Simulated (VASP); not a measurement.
Crystal: CuO.

```
Cu O
1.0
     2.87950    0.00000    0.00000
     0.03907    2.87928    0.00000
     0.01750    0.01724    5.17634
Cu O
2 2
Cartesian
  1.4485 0.0086 2.5882
  0.0195 1.4396 0.0000
  0.0479 2.8788 1.2947
  2.8881 0.0177 3.8817
```

Base run:

```yaml
Program: VASP 6.6.1
Functional: PBE
Potentials_or_basis: VASP PAW PBE potentials, release 64 (Cu, O)
Cutoff: 600 eV
k_mesh: 14 × 14 × 8
Occupations: gaussian, width 0.1 eV
Spin: no spin polarisation
```

Its results: pressure 6.4 GPa; largest force 0.012 eV/Å.

Q: The run is repeated on the same cell with these changes: k mesh from 14 × 14 × 8 to 1 × 1 × 1. What comes out?

A: Pressure 5.2 GPa; largest force 0.019 eV/Å.

Caveats: some runs use coarse meshes; the cell stands under pressure (at least some runs).
